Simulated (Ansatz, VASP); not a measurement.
# CsI in VASP and in Ansatz

INCAR

```
ALGO = Normal
EDIFF = 1E-6
ENCUT = 500
GGA = CA
GGA_COMPAT = False
ISIF = 2
ISMEAR = -1
LASPH = True
LCHARG = False
LREAL = False
LWAVE = False
NBANDS = 15
NELM = 120
PREC = Accurate
SIGMA = 0.01
```

File KPOINTS:

```
k-points
0
Gamma
  7 7 7
```

File POSCAR:

```
CsI
1.0
    4.6580340000      0.0000000000      0.0000000000
    0.0000000000      4.6580340000      0.0000000000
    0.0000000000      0.0000000000      4.5667000000
Cs I
1 1
Direct
    0.0000000000      0.0000000000      0.0000000000
    0.5000000000      0.5000000000      0.5000000000
```

Input for Ansatz:

```yaml
crystal:
  lattice:
    - [4.658034, 0.0, 0.0]
    - [0.0, 4.658034, 0.0]
    - [0.0, 0.0, 4.5667]
  atoms:
    - { symbol: Cs, position: [0.0, 0.0, 0.0] }
    - { symbol: I, position: [0.5, 0.5, 0.5] }
kpoints:
  mp_grid: { grid: [7, 7, 7] }
  band_path:
    path:
      - [0.0, 0.0, 0.0]
      - [0.0, 0.5, 0.0]
      - [0.5, 0.5, 0.0]
      - [0.0, 0.0, 0.0]
      - [0.0, 0.0, 0.5]
      - [0.0, 0.5, 0.5]
      - [0.5, 0.5, 0.5]
      - [0.0, 0.0, 0.5]
      - [0.0, 0.5, 0.0]
    npoints: 5
scf:
  occupations: { method: fermi_dirac, width: 0.01 }
hamiltonian:
  xc: lda
  pseudopotentials: { kind: all_electron, lapw: { basis_error: 0.00025 } }
output:
  forces: true
  stress: true
  eigenvalues: true
```

Change from the starting cell: equal xx and yy strain of +2 %.

Alike in both runs: task single point; functional LDA; k mesh 7 × 7 × 7; occupations fermi-dirac, width 0.01 eV; no spin polarisation.

|  | VASP | Ansatz |
| --- | --- | --- |
| version | VASP 6.6.1 | Ansatz 0.2.0 |
| potentials or method | VASP PAW LDA potentials, release 64 (Cs_sv, I), cutoff 500 eV | all-electron LAPW, scalar-relativistic |

Ansatz gave:

```
gap on the k mesh at the Fermi level (eV)                     : 3.37
pressure (GPa)                                                : -1.7
traceless stress, the component that is largest in VASP (GPa) : 0.22
```

What did VASP give for the same quantities?

gap on the k mesh at the Fermi level (eV): 3.38; pressure (GPa): -1.7; traceless stress, the component that is largest in VASP (GPa): 0.22.

LDA's correlation is that of Perdew and Zunger in VASP and of Perdew and Wang (1992) in Ansatz. Ansatz ran all-electron here, and VASP with PAW potentials.

Neither program's run includes spin-orbit coupling.
